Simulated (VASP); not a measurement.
# Cs2As6Se (P1) in VASP: single point with r2SCAN

Aim: the single point of Cs2As6Se with r2SCAN.

Program: VASP 6.6.1. These are calculated values, not measurements. Logs are shortened: lines on timing, memory, paths and dates and some standing lists are left out, and cuts for length are marked.

### Step 1. The cell of the first run

The typed cell holds 9 atoms: a = 6.757 Å, b = 6.759 Å, c = 6.822 Å, α = 60.05°, β = 60.30°, γ = 60.22°.

### Step 2. Single point, r2SCAN, collinear spin, zero start

POSCAR

```
Cs2As6Se
1.0
   -0.0071462100      4.7864148500      4.7698689400
    4.7965634000      0.0013842500      4.7613384800
    4.8331903200      4.8145103200     -0.0352426700
Se Cs As
1 2 6
Direct
    0.0061360000      0.9930170000      0.9956010000
    0.2420780000      0.2657220000      0.2279450000
    0.7514720000      0.7552210000      0.7395080000
    0.7846390000      0.2175520000      0.2500080000
    0.2254030000      0.7549950000      0.2440700000
    0.2432230000      0.7581930000      0.7620330000
    0.7613330000      0.2504050000      0.7692350000
    0.2142740000      0.2173340000      0.7810000000
    0.7602060000      0.7628280000      0.2465080000
```

INCAR.step1

```
PREC     = Accurate       # precision mode
ENCUT    = 520            # plane-wave cutoff, eV
ISMEAR   = -1             # smearing method
SIGMA    = 0.1            # smearing width, eV
LREAL    = F              # projectors in reciprocal space
LASPH    = T              # aspherical terms in the spheres
NELM     = 150            # most SCF steps
ISPIN    = 2              # spin polarisation
MAGMOM   = 0 0 0 0 0 0 0 0 0 # initial moments
NBANDS   = 41             # bands
GGA      = PE             # functional
ALGO     = Normal         # electronic algorithm
EDIFF    = 1E-4           # SCF threshold, eV
LWAVE    = T              # write WAVECAR
LCHARG   = F              # write CHGCAR
```

INCAR.step2

```
PREC     = Accurate       # precision mode
ENCUT    = 520            # plane-wave cutoff, eV
EDIFF    = 1E-6           # SCF threshold, eV
ISMEAR   = -1             # smearing method
SIGMA    = 0.1            # smearing width, eV
LREAL    = F              # projectors in reciprocal space
LASPH    = T              # aspherical terms in the spheres
NELM     = 150            # most SCF steps
ALGO     = Normal         # electronic algorithm
ISIF     = 2              # what is computed and relaxed
LWAVE    = F              # write WAVECAR
LCHARG   = F              # write CHGCAR
ISPIN    = 2              # spin polarisation
MAGMOM   = 0 0 0 0 0 0 0 0 0 # initial moments
LORBIT   = 11             # projections on sites
METAGGA  = R2SCAN         # meta-GGA
LMIXTAU  = T            
NBANDS   = 41             # bands
ISTART   = 1
```

KPOINTS

```
Automatic mesh
0
Gamma
  3 3 3
  0 0.5 0
```

Potentials or basis: VASP PAW PBE potentials, release 64 (Se, Cs_sv, As).

Started as:

```sh
cat potpaw_PBE.64/Se/POTCAR potpaw_PBE.64/Cs_sv/POTCAR potpaw_PBE.64/As/POTCAR > POTCAR
cp INCAR.step1 INCAR
mpirun -np 1 vasp_std > vasp.out
cp INCAR.step2 INCAR
mpirun -np 1 vasp_std > vasp.out
```

OUTCAR:

```text
PREC = Accurate
   ENCUT = 520
   EDIFF = 1E-6
   ISMEAR = -1
   LREAL = F
   LASPH = T
   NELM = 150
   ISIF = 2
   ISPIN = 2
   LORBIT = 11
   METAGGA = R2SCAN
   ISTART = 1

 ion  position               nearest neighbor table
   1  0.006  0.993  0.996-   8 2.07   5 2.25   6 2.26   7 2.27   9 2.28   4 2.31
   2  0.242  0.266  0.228-
   3  0.751  0.755  0.740-
   4  0.785  0.218  0.250-   1 2.31
   5  0.225  0.755  0.244-   1 2.25
   6  0.243  0.758  0.762-   1 2.26
   7  0.761  0.250  0.769-   1 2.27
   8  0.214  0.217  0.781-   1 2.07
   9  0.760  0.763  0.247-   1 2.28

  LATTYP: Found a triclinic cell.
 ALAT       =    11.7396739635
 B/A-ratio  =     0.5755974995
 C/A-ratio  =     0.8208954067
 COS(alpha) =     0.0020969879
 COS(beta)  =     0.4153731692
 COS(gamma) =     0.8632592519

  Lattice vectors:

 A1 = (  -4.8474827400,   4.7583193800,   9.5749805500)
 A2 = (  -0.0071462100,   4.7864148500,   4.7698689400)
 A3 = (  -9.6368999300,  -0.0294797200,   0.0437731300)

Analysis of symmetry for initial positions (statically):
=====================================================================
 Subroutine PRICEL returns:
 Original cell was already a primitive cell.

 Routine SETGRP: Setting up the symmetry group for a
 triclinic supercell.

 Subroutine GETGRP returns: Found  1 space group operations
 (whereof  1 operations were pure point group operations)
 out of a pool of  2 trial point group operations.

The static configuration has the point symmetry C_1 .

Analysis of symmetry for dynamics (positions and initial velocities):
=====================================================================
 Subroutine PRICEL returns:
 Original cell was already a primitive cell.

 Routine SETGRP: Setting up the symmetry group for a
 triclinic supercell.

 Subroutine GETGRP returns: Found  1 space group operations
 (whereof  1 operations were pure point group operations)
 out of a pool of  2 trial point group operations.

The dynamic configuration has the point symmetry C_1 .

Analysis of structural, dynamic, and magnetic symmetry:
=====================================================================
 Subroutine PRICEL returns:
 Original cell was already a primitive cell.

 Routine SETGRP: Setting up the symmetry group for a
 triclinic supercell.

 Subroutine GETGRP returns: Found  1 space group operations
 (whereof  1 operations were pure point group operations)
 out of a pool of  2 trial point group operations.

The overall configuration has the point symmetry C_1 .

 Subroutine INISYM returns: Found  1 space group operations
 (whereof  1 operations are pure point group operations),
 and found     1 'primitive' translations

----------------------------------------------------------------------------------------

                                     Primitive cell

  volume of cell :     221.2393

  direct lattice vectors                    reciprocal lattice vectors
    -0.007146210  4.786414850  4.769868940    -0.103614352  0.104780225  0.104350441
     4.796563400  0.001384250  4.761338480     0.104562228 -0.104201366  0.104719479
     4.833190320  4.814510320 -0.035242670     0.102979639  0.103566632 -0.103771604

  length of vectors
     6.757326978  6.758503273  6.822058365     0.180565346  0.180989927  0.179163051

  position of ions in fractional coordinates (direct lattice)
     0.006136000  0.993017000  0.995601000
     0.242078000  0.265722000  0.227945000
     0.751472000  0.755221000  0.739508000
     0.784639000  0.217552000  0.250008000
     0.225403000  0.754995000  0.244070000
     0.243223000  0.758193000  0.762033000
     0.761333000  0.250405000  0.769235000
     0.214274000  0.217334000  0.781000000
     0.760206000  0.762828000  0.246508000

  ion indices of the primitive-cell ions
[... 54 lines left out ...]
   number of dos      NEDOS =    301   number of ions     NIONS =      9
   total plane-waves  NPLWV = 135000
   dimension x,y,z NGX =    50 NGY =   50 NGZ =   54
   dimension x,y,z NGXF=   100 NGYF=  100 NGZF=  108
   ions per type =               1   2   6
   NGX,Y,Z   is equivalent  to a cutoff of  12.30, 12.30, 13.16 a.u.
   NGXF,Y,Z  is equivalent  to a cutoff of  24.60, 24.60, 26.32 a.u.
 SYSTEM =  unknown system
   PREC   = accura    normal or accurate (medium, high low for compatibility)
   ISTART =      1    job   : 0-new  1-cont  2-samecut
   ICHARG =      0    charge: 1-file 2-atom 10-const
   ISPIN  =      2    spin polarized calculation?
   LNONCOLLINEAR =      F non collinear calculations
   LSORBIT =      F    spin-orbit coupling
   LASPH  =      T    aspherical Exc in radial PAW
   ENCUT  =  520.0 eV  38.22 Ry    6.18 a.u.  12.56 12.57 12.68*2*pi/ulx,y,z
   NELM   =    150;   NELMIN=  2; NELMDL=  0     # of ELM steps
   EDIFF  = 0.1E-05   stopping-criterion for ELM
   LREAL  =      F    real-space projection
   EDIFFG = 0.1E-04   stopping-criterion for IOM
   NSW    =      0    number of steps for IOM
   IBRION =     -1    ionic relax: 0-MD 1-quasi-New 2-CG
   NFREE  =      0    steps in history (QN), initial steepest desc. (CG)
   ISIF   =      2    stress and relaxation
   ISYM   =      2    0-nonsym 1-usesym 2-fastsym
   POTIM  = 0.5000    time-step for ionic-motion
   TEBEG  =    0.0;   TEEND  =   0.0 temperature during run
   PSTRESS=    0.0 pullay stress
   NELECT =      54.0000    total number of electrons
   NUPDOWN=      -1.0000    fix difference up-down
   EMIN   =  10.00;   EMAX   =-10.00  energy-range for DOS
   EFERMI =   0.00;   METHOD = LEGACY
   ISMEAR =    -1;   SIGMA  =   0.10  broadening in eV -4-tet -1-fermi 0-gaus
   EFERMI_NEDOS =   21; number of points for ismear=-14 and -15
   IALGO  =     38    algorithm
   IMIX   =      4    mixing-type and parameters
     AMIX     =   0.40;   BMIX     =  1.00
     AMIX_MAG =   1.60;   BMIX_MAG =  1.00
  volume/ion in A,a.u.               =      24.58       165.89
  Fermi-wavevector in a.u.,A,eV,Ry     =   1.023101  1.933381 14.241715  1.046737
  Thomas-Fermi vector in A             =   2.156817
   LORBIT       =     11    0 simple, 1 ext, 2 COOP (PROOUT), +10 PAW based schemes
   METAGGA = R2SCAN    functional components
   LHFCALC =     F    Hartree Fock is set to
   AEXX    =    0.0000 exact exchange contribution
   IVDW    =     0    specifies the selected vdW correction
   LEPSILON=     F    determine dielectric tensor
   LRPA    =     F    only Hartree local field effects (RPA)
 spin polarized calculation
  energy-cutoff  :      520.00
  volume of cell :      221.24
 maximum number of plane-waves:      5968
 NGX is ok and might be reduce to    50
   NGX = 25   NGY = 25   NGZ = 25

 number of electron      53.9999999 magnetization       0.0000019

 number of electron      53.9999999 magnetization      -0.0000013

 Free energy of the ion-electron system (eV)
  ---------------------------------------------------
  ext. energy  EPLUGINS =         0.00000000
  ---------------------------------------------------
  free energy    TOTEN  =      -142.86300750 eV

  energy without entropy =     -142.61134015  energy(sigma->0) =     -142.73717382

 E-fermi :   4.1522     XC(G=0): -10.2200

 val. band max:        4.1484783369   @ k =   0.3333   0.5000  -0.0000
 cond. band min:       4.1704265428   @ k =  -0.3333   0.5000   0.3333
 fundamental gap:      0.0219482059
 Fermi energy:         4.1522317550

 spin component 1

 k-point     1 :      -0.0000    0.1667    0.0000
  band No.  band energies     occupation
      1     -17.5281      1.00000
      2     -17.4181      1.00000
      3     -15.0085      1.00000
      4      -8.8482      1.00000
      5      -8.3328      1.00000
      6      -8.2590      1.00000
[... 577 lines left out ...]
     38      10.3715      0.00000
     39      10.7873      0.00000
 Fermi energy:         4.1522317550

 spin component 2

 k-point     1 :      -0.0000    0.1667    0.0000
  band No.  band energies     occupation
      1     -17.5281      1.00000
      2     -17.4181      1.00000
      3     -15.0085      1.00000
      4      -8.8482      1.00000
      5      -8.3328      1.00000
      6      -8.2590      1.00000
[... 577 lines left out ...]
     38      10.3715      0.00000
     39      10.7873      0.00000
 [bands above 39 left out]

------------------------ aborting loop because EDIFF is reached ----------------------------------------

  FORCE on cell =-STRESS in cart. coord.  units (eV):
  Direction    XX          YY          ZZ          XY          YZ          ZX
  --------------------------------------------------------------------------------------
  -------------------------------------------------------------------------------------
  Total       19.6525524     21.5298319     29.7138326      1.4214598     -2.4383519     -0.8410317
  in kB      142.3204668    155.9154080    215.1825600     10.2939722    -17.6581332     -6.0906093
  external PRESSURE =     171.1394783 kB  Pullay stress =       0.0000000 kB

 VOLUME and BASIS-vectors are now :
 -----------------------------------------------------------------------------
  energy-cutoff  :      520.00
  volume of cell :      221.24
      direct lattice vectors                 reciprocal lattice vectors
    -0.007146210  4.786414850  4.769868940    -0.103614352  0.104780225  0.104350441
     4.796563400  0.001384250  4.761338480     0.104562228 -0.104201366  0.104719479
     4.833190320  4.814510320 -0.035242670     0.102979639  0.103566632 -0.103771604

 POSITION                                       TOTAL-FORCE (eV/Angst)
 -----------------------------------------------------------------------------------
      9.57495      4.82408      4.72227        -0.617892     -0.407981     -3.713689
      2.37452      2.25650      2.41184         0.026039      0.998965      0.045537
      7.19128      7.15827      7.15422         0.729061      0.607477     -0.229367
      2.24623      4.95958      4.76965         2.945136     -0.204242     -0.225580
      4.79941      2.25499      4.66133         0.548263      3.507881     -0.046418
      7.31803      4.83403      4.74330        -3.621407     -0.411421      0.559880
      4.91350      7.34789      4.79661        -0.276466     -3.444869      0.332633
      4.81565      4.78604      2.02934        -0.147040     -0.671638      6.866529
      4.84494      4.82653      7.24948         0.414306      0.025828     -3.589524
 -----------------------------------------------------------------------------------
    total drift:                               -0.000032      0.000478     -0.000048

  FREE ENERGIE OF THE ION-ELECTRON SYSTEM (eV)
  ---------------------------------------------------
  free  energy   TOTEN  =      -142.8630074961 eV

  energy  without entropy=     -142.6113401531  energy(sigma->0) =     -142.73717382

 total charge

# of ion       s       p       d       tot
------------------------------------------
    1        1.450   2.420   0.426   4.296
    2        1.871   4.686   0.128   6.685
    3        1.871   4.688   0.127   6.686
    4        1.318   1.385   0.039   2.742
    5        1.316   1.410   0.044   2.770
    6        1.311   1.420   0.041   2.773
    7        1.315   1.405   0.041   2.761
    8        1.318   1.473   0.069   2.860
    9        1.319   1.389   0.040   2.749
--------------------------------------------------
tot         13.090  20.276   0.954  34.321

 magnetization (x)

# of ion       s       p       d       tot
------------------------------------------
    1       -0.000  -0.000   0.000  -0.000
    2        0.000  -0.000  -0.000   0.000
    3       -0.000  -0.000  -0.000  -0.000
    4       -0.000  -0.000   0.000  -0.000
    5       -0.000   0.000  -0.000   0.000
    6       -0.000  -0.000  -0.000  -0.000
    7        0.000   0.000  -0.000   0.000
    8        0.000   0.000   0.000   0.000
    9       -0.000  -0.000  -0.000  -0.000
--------------------------------------------------
tot          0.000  -0.000  -0.000  -0.000
```

Run time: 8.6 min. Hardware: 1 thread of Intel Xeon 6975P-C (Granite Rapids), shared host; peak memory 0.61 GiB.

Results:

- Free energy: -142.8630 eV
- Pressure: 17.1 GPa
- Largest force: 6.901 eV/Å
- Band gap on the k mesh: zero (filled and empty bands overlap)
- Net moment: 0.00 μB per cell
- Valence electrons inside the program's atomic spheres: Se 4.30; Cs 6.68, 6.69; As 2.74, 2.77, 2.76, 2.86, 2.75 (each value once)

Forces in eV/Å, atoms in the order of the input:
```
Se  -0.618 -0.408 -3.714
Cs   0.026  0.999  0.046
Cs   0.729  0.607 -0.229
As   2.945 -0.204 -0.226
As   0.548  3.508 -0.046
As  -3.621 -0.411  0.560
As  -0.276 -3.445  0.333
As  -0.147 -0.672  6.867
As   0.414  0.026 -3.590
```

Levels at points of the mesh, in eV from the Fermi level:
Spin up:
```
           k point  band 25  band 26  band 27  band 28  band 29  band 30
(0.00, 0.50, 0.00)    -1.12    -0.91     0.28     0.41     0.70     1.22
```
Spin down:
| k point | band 23 | band 24 | band 25 | band 26 | band 27 | band 28 | band 29 | band 30 | band 31 | band 32 |
| --- | --- | --- | --- | --- | --- | --- | --- | --- | --- | --- |
| (0.00, 0.50, 0.00) | -1.46 | -1.29 | -1.12 | -0.91 | 0.28 | 0.41 | 0.70 | 1.22 | 1.27 | 1.63 |

Caveat: the k points lie up to 0.38 Å⁻¹ apart; the PAW data sets were made with another functional, which shifts forces and pressure a little; spin-orbit coupling is left out, which moves the levels of the heavy elements.

The gap in the log of VASP goes by the Fermi energy; the results here count the filled bands.